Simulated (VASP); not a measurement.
# Ga2H3 (Pm-3m) in VASP: notebook

The runs below take Ga2H3 through single point, relaxation of cell and atoms, with PBE.

All numbers are computed with VASP 6.6.1; they aren't measurements. Logs are shortened: lines on timing, memory, paths and dates and some standing lists are left out, and cuts for length are marked.

## (1) The cell of the first run

It takes space group Pm-3m (No. 221, cubic). The conventional cell has a = 3.661 Å, b = 3.661 Å, c = 3.661 Å, α = 90.00°, β = 90.00°, γ = 90.00°. Ga (site symmetry m-3m) has 6 H at 1.83 Å within 2.4 Å. Within 3.4 Å of Ga (site symmetry m-3m) lie 12 H at 2.59 Å and 8 Ga at 3.17 Å. H (site symmetry 4/mmm) has 2 Ga at 1.83 Å within 2.4 Å.

## (2) Single point, PBE

INCAR

```
SYSTEM = Ga2H3
PREC = Accurate
ENCUT = 520
EDIFF = 1E-6
ISMEAR = 0
SIGMA = 0.1
LREAL = .FALSE.
LASPH = .TRUE.
NELM = 80
ALGO = Normal
ISIF = 2
LWAVE = .FALSE.
LCHARG = .FALSE.
GGA = PE
NBANDS = 22
```

KPOINTS

```
Automatic mesh
0
G
  6 6 6
  0 0 0
```

POSCAR

```
Ga2H3
1.0
    3.6614830600      0.0000000000      0.0000000000
    0.0000000000      3.6614830600      0.0000000000
    0.0000000000      0.0000000000      3.6614830600
Ga H
2 3
Direct
    0.5000000000      0.5000000000      0.5000000000
    0.0000000000      0.0000000000      0.0000000000
    0.0000000000      0.5000000000      0.5000000000
    0.5000000000      0.0000000000      0.5000000000
    0.5000000000      0.5000000000      0.0000000000
```

Potentials or basis: VASP PAW PBE potentials, release 64 (Ga_d, H).

The run is started by

```
cat potpaw_PBE.64/Ga_d/POTCAR potpaw_PBE.64/H/POTCAR > POTCAR
mpirun -np 1 vasp_std > vasp.out
```

OUTCAR:

```text
SYSTEM = Ga2H3
   PREC = Accurate
   ENCUT = 520
   EDIFF = 1E-6
   ISMEAR = 0
   LREAL = .FALSE.
   LASPH = .TRUE.
   NELM = 80
   ISIF = 2
   GGA = PE

 ion  position               nearest neighbor table
   1  0.500  0.500  0.500-   3 1.83   4 1.83   5 1.83   5 1.83   4 1.83   3 1.83
   2  0.000  0.000  0.000-
   3  0.000  0.500  0.500-   1 1.83   1 1.83
   4  0.500  0.000  0.500-   1 1.83   1 1.83
   5  0.500  0.500  0.000-   1 1.83   1 1.83

  LATTYP: Found a simple cubic cell.
 ALAT       =     3.6614830600

  Lattice vectors:

 A1 = (   3.6614830600,   0.0000000000,   0.0000000000)
 A2 = (   0.0000000000,   3.6614830600,   0.0000000000)
 A3 = (   0.0000000000,   0.0000000000,   3.6614830600)

Analysis of symmetry for initial positions (statically):
=====================================================================
 Subroutine PRICEL returns:
 Original cell was already a primitive cell.

 Routine SETGRP: Setting up the symmetry group for a
 simple cubic supercell.

 Subroutine GETGRP returns: Found 48 space group operations
 (whereof 48 operations were pure point group operations)
 out of a pool of 48 trial point group operations.

The static configuration has the point symmetry O_h .

Analysis of symmetry for dynamics (positions and initial velocities):
=====================================================================
 Subroutine PRICEL returns:
 Original cell was already a primitive cell.

 Routine SETGRP: Setting up the symmetry group for a
 simple cubic supercell.

 Subroutine GETGRP returns: Found 48 space group operations
 (whereof 48 operations were pure point group operations)
 out of a pool of 48 trial point group operations.

The dynamic configuration has the point symmetry O_h .

 Subroutine INISYM returns: Found 48 space group operations
 (whereof 48 operations are pure point group operations),
 and found     1 'primitive' translations

----------------------------------------------------------------------------------------

                                     Primitive cell

  volume of cell :      49.0875

  direct lattice vectors                    reciprocal lattice vectors
     3.661483060  0.000000000  0.000000000     0.273113376  0.000000000  0.000000000
     0.000000000  3.661483060  0.000000000     0.000000000  0.273113376  0.000000000
     0.000000000  0.000000000  3.661483060     0.000000000  0.000000000  0.273113376

  length of vectors
     3.661483060  3.661483060  3.661483060     0.273113376  0.273113376  0.273113376

  position of ions in fractional coordinates (direct lattice)
     0.500000000  0.500000000  0.500000000
     0.000000000  0.000000000  0.000000000
     0.000000000  0.500000000  0.500000000
     0.500000000  0.000000000  0.500000000
     0.500000000  0.500000000  0.000000000

  ion indices of the primitive-cell ions
   primitive index   ion index
                 1           1
                 2           2
                 3           3
                 4           4
                 5           5

----------------------------------------------------------------------------------------

 KPOINTS: Automatic mesh

Automatic generation of k-mesh.
 Grid dimensions read from file:
 generate k-points for:    6    6    6

 Generating k-lattice:

  Cartesian coordinates                     Fractional coordinates (reciprocal lattice)
     0.045518896  0.000000000  0.000000000     0.166666667  0.000000000  0.000000000
     0.000000000  0.045518896  0.000000000     0.000000000  0.166666667  0.000000000
     0.000000000  0.000000000  0.045518896     0.000000000  0.000000000  0.166666667

  Length of vectors
     0.045518896  0.045518896  0.045518896

  Shift w.r.t. Gamma in fractional coordinates (k-lattice)
     0.000000000  0.000000000  0.000000000

 Subroutine IBZKPT returns following result:
 ===========================================

 Found     20 irreducible k-points:

 Following reciprocal coordinates:
            Coordinates               Weight
  0.000000  0.000000  0.000000      1.000000
  0.166667  0.000000  0.000000      6.000000
  0.333333  0.000000  0.000000      6.000000
  0.500000  0.000000  0.000000      3.000000
  0.166667  0.166667  0.000000     12.000000
  0.333333  0.166667  0.000000     24.000000
[... 12 lines left out ...]
  0.500000  0.500000  0.333333      6.000000
  0.500000  0.500000  0.500000      1.000000
   k-points           NKPTS =     20   k-points in BZ     NKDIM =     20   number of bands    NBANDS=     22
   number of dos      NEDOS =    301   number of ions     NIONS =      5
   total plane-waves  NPLWV =  21952
   dimension x,y,z NGX =    28 NGY =   28 NGZ =   28
   dimension x,y,z NGXF=    56 NGYF=   56 NGZF=   56
   ions per type =               2   3
   NGX,Y,Z   is equivalent  to a cutoff of  12.71, 12.71, 12.71 a.u.
   NGXF,Y,Z  is equivalent  to a cutoff of  25.43, 25.43, 25.43 a.u.
 SYSTEM =  Ga2H3
   PREC   = accura    normal or accurate (medium, high low for compatibility)
   ISTART =      0    job   : 0-new  1-cont  2-samecut
   ICHARG =      2    charge: 1-file 2-atom 10-const
   ISPIN  =      1    spin polarized calculation?
   LNONCOLLINEAR =      F non collinear calculations
   LSORBIT =      F    spin-orbit coupling
   LASPH  =      T    aspherical Exc in radial PAW
   ENCUT  =  520.0 eV  38.22 Ry    6.18 a.u.   6.81  6.81  6.81*2*pi/ulx,y,z
   NELM   =     80;   NELMIN=  2; NELMDL= -5     # of ELM steps
   EDIFF  = 0.1E-05   stopping-criterion for ELM
   LREAL  =      F    real-space projection
   EDIFFG = 0.1E-04   stopping-criterion for IOM
   NSW    =      0    number of steps for IOM
   IBRION =     -1    ionic relax: 0-MD 1-quasi-New 2-CG
   NFREE  =      0    steps in history (QN), initial steepest desc. (CG)
   ISIF   =      2    stress and relaxation
   ISYM   =      2    0-nonsym 1-usesym 2-fastsym
   POTIM  = 0.5000    time-step for ionic-motion
   TEBEG  =    0.0;   TEEND  =   0.0 temperature during run
   PSTRESS=    0.0 pullay stress
   NELECT =      29.0000    total number of electrons
   NUPDOWN=      -1.0000    fix difference up-down
   EMIN   =  10.00;   EMAX   =-10.00  energy-range for DOS
   EFERMI =   0.00;   METHOD = LEGACY
   ISMEAR =     0;   SIGMA  =   0.10  broadening in eV -4-tet -1-fermi 0-gaus
   EFERMI_NEDOS =   21; number of points for ismear=-14 and -15
   IALGO  =     38    algorithm
   IMIX   =      4    mixing-type and parameters
     AMIX     =   0.40;   BMIX     =  1.00
     AMIX_MAG =   1.60;   BMIX_MAG =  1.00
  volume/ion in A,a.u.               =       9.82        66.25
  Fermi-wavevector in a.u.,A,eV,Ry     =   1.373674  2.595868 25.673940  1.886981
  Thomas-Fermi vector in A             =   2.499170
   LORBIT       =      0    0 simple, 1 ext, 2 COOP (PROOUT), +10 PAW based schemes
   GGA     = PE    functional components
   LHFCALC =     F    Hartree Fock is set to
   AEXX    =    0.0000 exact exchange contribution
   IVDW    =     0    specifies the selected vdW correction
   LEPSILON=     F    determine dielectric tensor
   LRPA    =     F    only Hartree local field effects (RPA)
 non-spin polarized calculation
 Gauss-broadening in eV      SIGMA  =   0.10
  energy-cutoff  :      520.00
  volume of cell :       49.09
 maximum number of plane-waves:      1357
 NGX is ok and might be reduce to    28
   NGX = 13   NGY = 13   NGZ = 13

 number of electron      28.9999978 magnetization

 Free energy of the ion-electron system (eV)
  ---------------------------------------------------
  ext. energy  EPLUGINS =         0.00000000
  ---------------------------------------------------
  free energy    TOTEN  =       -13.95285258 eV

  energy without entropy =      -13.94864470  energy(sigma->0) =      -13.95074864

 E-fermi :   4.7640     XC(G=0): -10.6213

 val. band max:        4.5477773580   @ k =   0.5000   0.3333   0.3333
 cond. band min:       4.7672289807   @ k =   0.5000   0.5000   0.1667
 fundamental gap:      0.2194516227
 Fermi energy:         4.7640378755

 k-point     1 :       0.0000    0.0000    0.0000
  band No.  band energies     occupation
      1     -10.5271      2.00000
      2     -10.5271      2.00000
      3     -10.4244      2.00000
      4     -10.4244      2.00000
      5     -10.4244      2.00000
      6     -10.3197      2.00000
[... 14 lines left out ...]
     21      15.2295      0.00000
     22      15.6818      0.00000

 k-point     2 :       0.1667    0.0000    0.0000
  band No.  band energies     occupation
      1     -10.5129      2.00000
      2     -10.4996      2.00000
      3     -10.4240      2.00000
      4     -10.4240      2.00000
      5     -10.4193      2.00000
      6     -10.3312      2.00000
[... 14 lines left out ...]
     21      13.9018      0.00000
     22      15.7624      0.00000

 k-point     3 :       0.3333    0.0000    0.0000
  band No.  band energies     occupation
      1     -10.4767      2.00000
      2     -10.4430      2.00000
      3     -10.4228      2.00000
      4     -10.4228      2.00000
      5     -10.4084      2.00000
      6     -10.3620      2.00000
[... 14 lines left out ...]
     21      12.1408      0.00000
     22      16.6507      0.00000
[... 376 lines left out ...]
 k-point    19 :       0.5000    0.5000    0.3333
  band No.  band energies     occupation
      1     -10.4663      2.00000
      2     -10.4558      2.00000
      3     -10.4558      2.00000
      4     -10.3945      2.00000
      5     -10.3790      2.00000
      6     -10.2141      2.00000
[... 14 lines left out ...]
     21      17.5848      0.00000
     22      19.8997      0.00000

 k-point    20 :       0.5000    0.5000    0.5000
  band No.  band energies     occupation
      1     -10.4550      2.00000
      2     -10.4550      2.00000
      3     -10.4550      2.00000
      4     -10.3787      2.00000
      5     -10.3787      2.00000
      6     -10.2000      2.00000
[... 14 lines left out ...]
     21      18.4025      0.00000
     22      22.7450      0.00000

------------------------ aborting loop because EDIFF is reached ----------------------------------------

  FORCE on cell =-STRESS in cart. coord.  units (eV):
  Direction    XX          YY          ZZ          XY          YZ          ZX
  --------------------------------------------------------------------------------------
  -------------------------------------------------------------------------------------
  Total        2.4832825      2.4832825      2.4832825      0.0000000     -0.0000000      0.0000000
  in kB       81.0523512     81.0523512     81.0523512      0.0000000     -0.0000000      0.0000000
  external PRESSURE =      81.0523512 kB  Pullay stress =       0.0000000 kB

 VOLUME and BASIS-vectors are now :
 -----------------------------------------------------------------------------
  energy-cutoff  :      520.00
  volume of cell :       49.09
      direct lattice vectors                 reciprocal lattice vectors
     3.661483060  0.000000000  0.000000000     0.273113376  0.000000000  0.000000000
     0.000000000  3.661483060  0.000000000     0.000000000  0.273113376  0.000000000
     0.000000000  0.000000000  3.661483060     0.000000000  0.000000000  0.273113376

 POSITION                                       TOTAL-FORCE (eV/Angst)
 -----------------------------------------------------------------------------------
      1.83074      1.83074      1.83074         0.000000      0.000000      0.000000
      0.00000      0.00000      0.00000         0.000000      0.000000      0.000000
      0.00000      1.83074      1.83074         0.000000      0.000000      0.000000
      1.83074      0.00000      1.83074         0.000000      0.000000      0.000000
      1.83074      1.83074      0.00000         0.000000      0.000000      0.000000
 -----------------------------------------------------------------------------------
    total drift:                                0.000000      0.000000      0.000000

  FREE ENERGIE OF THE ION-ELECTRON SYSTEM (eV)
  ---------------------------------------------------
  free  energy   TOTEN  =       -13.9528525792 eV

  energy  without entropy=      -13.9486447036  energy(sigma->0) =      -13.95074864
```

Run time: 17 s. Hardware: 1 thread of Intel Xeon Platinum 8259CL at 2.50GHz (Skylake/Cascade Lake), shared host; peak memory 0.16 GiB.

Results:

- Free energy: -13.9529 eV
- Pressure: 8.1 GPa

Levels at points of the mesh, in eV from the Fermi level:
```csv
k point,band 11,band 12,band 13,band 14,band 15,band 16,band 17,band 18
"(0.00, 0.00, 0.00)",-12.18,-2.18,-2.01,-2.01,0.15,0.15,0.15,8.46
"(0.50, 0.00, 0.00)",-9.92,-8.73,-1.60,-1.19,2.75,2.75,3.06,3.38
"(0.50, 0.50, 0.00)",-7.60,-6.77,-6.77,-5.27,2.85,3.36,3.36,4.05
"(0.50, 0.50, 0.50)",-5.57,-5.57,-5.57,-4.39,-3.71,-0.83,-0.83,-0.83
```

## (3) Single point, PBE

This run uses another cell than the first one, of 11.18 Å³/atom, 1.139 times its volume.

INCAR

```
SYSTEM = Ga2H3
PREC = Accurate
ENCUT = 520
EDIFF = 1E-6
ISMEAR = 0
SIGMA = 0.1
LREAL = .False.
LASPH = .True.
NELM = 80
ALGO = Normal
ISIF = 2
LWAVE = .False.
LCHARG = .False.
GGA = PE
NBANDS = 22
```

KPOINTS

```
regular mesh
0
Gamma
  6 6 6
  0 0 0
```

POSCAR, as its differences from that of step 2:

```diff
@@ -2,5 +2,5 @@
 1.0
-    3.6614830600      0.0000000000      0.0000000000
-    0.0000000000      3.6614830600      0.0000000000
-    0.0000000000      0.0000000000      3.6614830600
+    3.8237801264      0.0000000000      0.0000000000
+    0.0000000000      3.8237801264      0.0000000000
+    0.0000000000      0.0000000000      3.8237801264
 Ga H
```

Potentials or basis: VASP PAW PBE potentials, release 64 (Ga_d, H).

The run is started by

```
cat potpaw_PBE.64/Ga_d/POTCAR potpaw_PBE.64/H/POTCAR > POTCAR
mpirun -np 1 vasp_std > vasp.out
```

It took 18 s on 1 thread of Intel Xeon Platinum 8259CL at 2.50GHz (Skylake/Cascade Lake), shared host; peak memory 0.16 GiB.

The run converged. Its results:

```
Free energy : -14.1101 eV
Pressure    : -0.2 GPa
```

Levels at points of the mesh, in eV from the Fermi level:
| k point | band 12 | band 13 | band 14 | band 15 | band 16 | band 17 |
| --- | --- | --- | --- | --- | --- | --- |
| (0.00, 0.00, 0.00) | -2.79 | -2.00 | -2.00 | 0.19 | 0.19 | 0.19 |
| (0.50, 0.00, 0.00) | -8.10 | -1.64 | -1.63 | 2.37 | 2.52 | 2.52 |
| (0.50, 0.50, 0.00) | -6.16 | -6.16 | -5.29 | 2.13 | 2.99 | 2.99 |
| (0.50, 0.50, 0.50) | -5.14 | -5.14 | -4.51 | -4.08 | -0.66 | -0.66 |

[end of part 1 of 2]
